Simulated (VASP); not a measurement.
# NaMg2Sb2 in VASP: single point with r2SCAN

Aim: the single point of NaMg2Sb2 with r2SCAN.

Everything below comes from runs of VASP 6.6.1. Logs are shortened: lines on timing, memory, paths and dates and some standing lists are left out, and cuts for length are marked.

## 1. The cell of the first run

The typed cell holds 5 atoms: a = 4.549 Å, b = 4.549 Å, c = 7.578 Å, α = 90.00°, β = 90.00°, γ = 120.00°.

## 2. Single point, r2SCAN

The input, POSCAR:

```
NaMg2Sb2
1.0
    4.5486740000      0.0000000000      0.0000000000
   -2.2743370000      3.9392680000      0.0000000000
    0.0000000000      0.0000000000      7.5778980000
Mg Sb Na
2 2 1
Direct
    0.3333000000      0.6667000000      0.6286000000
    0.6667000000      0.3333000000      0.3714000000
    0.3333000000      0.6667000000      0.2571000000
    0.6667000000      0.3333000000      0.7429000000
    0.0000000000      0.0000000000      0.0000000000
```

The input, INCAR.step1:

```
SYSTEM = NaMg2Sb2
ALGO = Normal
EDIFF = 1E-4
ENCUT = 520
GGA = PE
ISMEAR = 1
LASPH = .True.
LCHARG = .False.
LREAL = .False.
LWAVE = .True.
NBANDS = 18
NELM = 100
PREC = Accurate
SIGMA = 0.099
```

The input, INCAR.step2:

```
SYSTEM = NaMg2Sb2
ALGO = Normal
EDIFF = 1E-7
ENCUT = 520
ISIF = 2
ISMEAR = 1
ISTART = 1
LASPH = .True.
LCHARG = .False.
LMIXTAU = .True.
LREAL = .False.
LWAVE = .False.
METAGGA = R2SCAN
NBANDS = 18
NELM = 100
PREC = Accurate
SIGMA = 0.099
```

The input, KPOINTS:

```
k-points
0
Gamma
  7 7 4
  0 0 0
```

Potentials or basis: VASP PAW PBE potentials, release 64 (Mg, Sb, Na_pv).

The run is started by

```
$ cat potpaw_PBE.64/Mg/POTCAR potpaw_PBE.64/Sb/POTCAR potpaw_PBE.64/Na_pv/POTCAR > POTCAR
$ cp INCAR.step1 INCAR
$ mpirun -np 1 vasp_std > vasp.out
$ cp INCAR.step2 INCAR
$ mpirun -np 1 vasp_std > vasp.out
```

OUTCAR:

```text
SYSTEM = NaMg2Sb2
   EDIFF = 1E-7
   ENCUT = 520
   ISIF = 2
   ISMEAR = 1
   ISTART = 1
   LASPH = .True.
   LREAL = .False.
   METAGGA = R2SCAN
   NELM = 100
   PREC = Accurate

 ion  position               nearest neighbor table
   1  0.333  0.667  0.629-   4 2.77   4 2.77   4 2.77   3 2.82   2 3.27   2 3.27   2 3.27
   2  0.667  0.333  0.371-   3 2.77   3 2.77   3 2.77   4 2.82   1 3.27   1 3.27   1 3.27
   3  0.333  0.667  0.257-   2 2.77   2 2.77   2 2.77   1 2.82   5 3.27   5 3.27   5 3.27
   4  0.667  0.333  0.743-   1 2.77   1 2.77   1 2.77   2 2.82   5 3.27   5 3.27   5 3.27
   5  0.000  0.000  0.000-   3 3.27   4 3.27   4 3.27   3 3.27   4 3.27   3 3.27

  LATTYP: Found a hexagonal cell.
 ALAT       =     4.5486740000
 C/A-ratio  =     1.6659575956

  Lattice vectors:

 A1 = (   4.5486740000,   0.0000000000,   0.0000000000)
 A2 = (  -2.2743370000,   3.9392680000,   0.0000000000)
 A3 = (   0.0000000000,   0.0000000000,   7.5778980000)

Analysis of symmetry for initial positions (statically):
=====================================================================
 Subroutine PRICEL returns:
 Original cell was already a primitive cell.

 Routine SETGRP: Setting up the symmetry group for a
 hexagonal supercell.

 Subroutine GETGRP returns: Found  4 space group operations
 (whereof  4 operations were pure point group operations)
 out of a pool of 24 trial point group operations.

The static configuration has the point symmetry C_2h.

Analysis of symmetry for dynamics (positions and initial velocities):
=====================================================================
 Subroutine PRICEL returns:
 Original cell was already a primitive cell.

 Routine SETGRP: Setting up the symmetry group for a
 hexagonal supercell.

 Subroutine GETGRP returns: Found  4 space group operations
 (whereof  4 operations were pure point group operations)
 out of a pool of 24 trial point group operations.

The dynamic configuration has the point symmetry C_2h.

 Subroutine INISYM returns: Found  4 space group operations
 (whereof  4 operations are pure point group operations),
 and found     1 'primitive' translations

----------------------------------------------------------------------------------------

                                     Primitive cell

  volume of cell :     135.7842

  direct lattice vectors                    reciprocal lattice vectors
     4.548674000  0.000000000  0.000000000     0.219844289  0.126927135  0.000000000
    -2.274337000  3.939268000  0.000000000     0.000000000  0.253854269  0.000000000
     0.000000000  0.000000000  7.577898000     0.000000000  0.000000000  0.131962716

  length of vectors
     4.548674000  4.548674660  7.577898000     0.253854306  0.253854269  0.131962716

  position of ions in fractional coordinates (direct lattice)
     0.333300000  0.666700000  0.628600000
     0.666700000  0.333300000  0.371400000
     0.333300000  0.666700000  0.257100000
     0.666700000  0.333300000  0.742900000
     0.000000000  0.000000000  0.000000000

  ion indices of the primitive-cell ions
   primitive index   ion index
                 1           1
                 2           2
                 3           3
                 4           4
                 5           5

----------------------------------------------------------------------------------------

 KPOINTS: k-points

Automatic generation of k-mesh.
 Grid dimensions read from file:
 generate k-points for:    7    7    4

 Generating k-lattice:

  Cartesian coordinates                     Fractional coordinates (reciprocal lattice)
     0.031406327  0.018132448  0.000000000     0.142857143  0.000000000  0.000000000
     0.000000000  0.036264896  0.000000000     0.000000000  0.142857143  0.000000000
     0.000000000  0.000000000  0.032990679     0.000000000  0.000000000  0.250000000

  Length of vectors
     0.036264901  0.036264896  0.032990679

  Shift w.r.t. Gamma in fractional coordinates (k-lattice)
     0.000000000  0.000000000  0.000000000

 Subroutine IBZKPT returns following result:
 ===========================================

 Found     60 irreducible k-points:

 Following reciprocal coordinates:
            Coordinates               Weight
  0.000000  0.000000  0.000000      1.000000
  0.142857  0.000000  0.000000      4.000000
 -0.142857  0.142857  0.000000      2.000000
  0.285714  0.000000  0.000000      4.000000
 -0.285714  0.285714  0.000000      2.000000
  0.428571 -0.000000  0.000000      4.000000
[... 16 lines left out ...]
  0.000000  0.285714  0.250000      4.000000
 -0.285714  0.285714  0.250000      2.000000
 [... further k-points ...]
   k-points           NKPTS =     60   k-points in BZ     NKDIM =     60   number of bands    NBANDS=     18
   number of dos      NEDOS =    301   number of ions     NIONS =      5
   total plane-waves  NPLWV =  72576
   dimension x,y,z NGX =    36 NGY =   36 NGZ =   56
   dimension x,y,z NGXF=    72 NGYF=   72 NGZF=  112
   ions per type =               2   2   1
   NGX,Y,Z   is equivalent  to a cutoff of  13.16, 13.16, 12.29 a.u.
   NGXF,Y,Z  is equivalent  to a cutoff of  26.31, 26.31, 24.57 a.u.
 SYSTEM =  NaMg2Sb2
   PREC   = accura    normal or accurate (medium, high low for compatibility)
   ISTART =      1    job   : 0-new  1-cont  2-samecut
   ICHARG =      0    charge: 1-file 2-atom 10-const
   ISPIN  =      1    spin polarized calculation?
   LNONCOLLINEAR =      F non collinear calculations
   LSORBIT =      F    spin-orbit coupling
   LASPH  =      T    aspherical Exc in radial PAW
   ENCUT  =  520.0 eV  38.22 Ry    6.18 a.u.   8.46  8.46 14.09*2*pi/ulx,y,z
   NELM   =    100;   NELMIN=  2; NELMDL=  0     # of ELM steps
   EDIFF  = 0.1E-06   stopping-criterion for ELM
   LREAL  =      F    real-space projection
   EDIFFG = 0.1E-05   stopping-criterion for IOM
   NSW    =      0    number of steps for IOM
   IBRION =     -1    ionic relax: 0-MD 1-quasi-New 2-CG
   NFREE  =      0    steps in history (QN), initial steepest desc. (CG)
   ISIF   =      2    stress and relaxation
   ISYM   =      2    0-nonsym 1-usesym 2-fastsym
   POTIM  = 0.5000    time-step for ionic-motion
   TEBEG  =    0.0;   TEEND  =   0.0 temperature during run
   PSTRESS=    0.0 pullay stress
   NELECT =      21.0000    total number of electrons
   NUPDOWN=      -1.0000    fix difference up-down
   EMIN   =  10.00;   EMAX   =-10.00  energy-range for DOS
   EFERMI =   0.00;   METHOD = LEGACY
   ISMEAR =     1;   SIGMA  =   0.10  broadening in eV -4-tet -1-fermi 0-gaus
   EFERMI_NEDOS =   21; number of points for ismear=-14 and -15
   IALGO  =     38    algorithm
   IMIX   =      4    mixing-type and parameters
     AMIX     =   0.40;   BMIX     =  1.00
     AMIX_MAG =   1.60;   BMIX_MAG =  1.00
  volume/ion in A,a.u.               =      27.16       183.26
  Fermi-wavevector in a.u.,A,eV,Ry     =   0.878749  1.660595 10.506419  0.772200
  Thomas-Fermi vector in A             =   1.998878
   LORBIT       =      0    0 simple, 1 ext, 2 COOP (PROOUT), +10 PAW based schemes
   METAGGA = R2SCAN    functional components
   LHFCALC =     F    Hartree Fock is set to
   AEXX    =    0.0000 exact exchange contribution
   IVDW    =     0    specifies the selected vdW correction
   LEPSILON=     F    determine dielectric tensor
   LRPA    =     F    only Hartree local field effects (RPA)
 non-spin polarized calculation
 Methfessel and Paxton  Order N= 1 SIGMA  =   0.10
  energy-cutoff  :      520.00
  volume of cell :      135.78
 maximum number of plane-waves:      3695
 NGX is ok and might be reduce to    36
   NGX = 17   NGY = 17   NGZ = 29

 number of electron      20.9999986 magnetization

 Free energy of the ion-electron system (eV)
  ---------------------------------------------------
  ext. energy  EPLUGINS =         0.00000000
  ---------------------------------------------------
  free energy    TOTEN  =       -65.38643557 eV

  energy without entropy =      -65.38789094  energy(sigma->0) =      -65.38692069

 E-fermi :   2.8896     XC(G=0):  -8.8858

 val. band max:        2.8876085042   @ k =   0.1429   0.1429   0.0000
 cond. band min:       2.9363546941   @ k =  -0.2857   0.2857   0.2500
 fundamental gap:      0.0487461899
 Fermi energy:         2.8896224515

 k-point     1 :       0.0000    0.0000    0.0000
  band No.  band energies     occupation
      1     -21.5888      2.00000
      2     -21.5848      2.00000
      3     -21.5845      2.00000
      4      -6.7969      2.00000
      5      -5.7366      2.00000
      6      -0.6179      2.00000
[... 10 lines left out ...]
     17       8.5981      0.00000
     18       8.5992      0.00000

 k-point     2 :       0.1429    0.0000    0.0000
  band No.  band energies     occupation
      1     -21.5886      2.00000
      2     -21.5853      2.00000
      3     -21.5849      2.00000
      4      -6.6601      2.00000
      5      -5.6526      2.00000
      6      -0.4520      2.00000
[... 10 lines left out ...]
     17       8.6252      0.00000
     18       8.7075      0.00000

 k-point     3 :      -0.1429    0.1429    0.0000
  band No.  band energies     occupation
      1     -21.5886      2.00000
      2     -21.5855      2.00000
      3     -21.5847      2.00000
      4      -6.6601      2.00000
      5      -5.6526      2.00000
      6      -0.4520      2.00000
[... 10 lines left out ...]
     17       8.6248      0.00000
     18       8.7075      0.00000

 k-point     4 :       0.2857    0.0000    0.0000
  band No.  band energies     occupation
      1     -21.5882      2.00000
      2     -21.5869      2.00000
      3     -21.5853      2.00000
      4      -6.2911      2.00000
      5      -5.4686      2.00000
      6      -0.0097      2.00000
[... 375 lines left out ...]
      4      -6.2229      2.00000
      5      -5.5705      2.00000
      6      -0.0139      2.00000
[... 10 lines left out ...]
     17       9.5926      0.00000
     18       9.8203      0.00000

 k-point    23 :       0.0000    0.2857    0.2500
  band No.  band energies     occupation
      1     -21.5882      2.00000
      2     -21.5869      2.00000
      3     -21.5853      2.00000
      4      -6.2265      2.00000
      5      -5.5647      2.00000
      6       0.0089      2.00000
[... 10 lines left out ...]
     17       9.6120      0.00000
     18       9.9230      0.00000

 k-point    24 :      -0.2857    0.2857    0.2500
  band No.  band energies     occupation
      1     -21.5882      2.00000
      2     -21.5871      2.00000
      3     -21.5850      2.00000
      4      -6.2230      2.00000
      5      -5.5705      2.00000
      6      -0.0136      2.00000
[... 10 lines left out ...]
     17       9.5920      0.00000
     18       9.8209      0.00000

 [... further k-points ...]
[... 5 lines left out ...]
  --------------------------------------------------------------------------------------
  -------------------------------------------------------------------------------------
  Total        3.0710285      3.0785095      2.3129006      0.0064777      0.0016282     -0.0028201
  in kB       36.2364240     36.3246956     27.2909370      0.0764333      0.0192120     -0.0332762
  external PRESSURE =      33.2840189 kB  Pullay stress =       0.0000000 kB

 VOLUME and BASIS-vectors are now :
 -----------------------------------------------------------------------------
  energy-cutoff  :      520.00
  volume of cell :      135.78
      direct lattice vectors                 reciprocal lattice vectors
     4.548674000  0.000000000  0.000000000     0.219844289  0.126927135  0.000000000
    -2.274337000  3.939268000  0.000000000     0.000000000  0.253854269  0.000000000
     0.000000000  0.000000000  7.577898000     0.000000000  0.000000000  0.131962716

 POSITION                                       TOTAL-FORCE (eV/Angst)
 -----------------------------------------------------------------------------------
     -0.00023      2.62631      4.76347         0.002297     -0.001326      0.116841
      2.27456      1.31296      2.81443        -0.002297      0.001326     -0.116841
     -0.00023      2.62631      1.94828         0.002410     -0.001391     -0.543154
      2.27456      1.31296      5.62962        -0.002410      0.001391      0.543154
      0.00000      0.00000      0.00000         0.000000      0.000000      0.000000
 -----------------------------------------------------------------------------------
    total drift:                               -0.000000     -0.000000     -0.000000

  FREE ENERGIE OF THE ION-ELECTRON SYSTEM (eV)
  ---------------------------------------------------
  free  energy   TOTEN  =       -65.3864355671 eV

  energy  without entropy=      -65.3878909355  energy(sigma->0) =      -65.38692069
```

It took 7.1 min on 1 thread of Intel Xeon 6975P-C, shared host; peak memory 0.4 GiB.

Results:

```yaml
Free_energy: -65.3864 eV
Pressure: 3.3 GPa
Largest_force: 0.543 eV/Å
```

Forces on the atoms (eV/Å):
```
Mg   0.002 -0.001  0.117
Mg  -0.002  0.001 -0.117
Sb   0.002 -0.001 -0.543
Sb  -0.002  0.001  0.543
Na   0.000  0.000  0.000
```

Caveat: the PAW data sets were made with another functional, which shifts forces and pressure a little; spin-orbit coupling is left out, which moves the levels of the heavy elements.
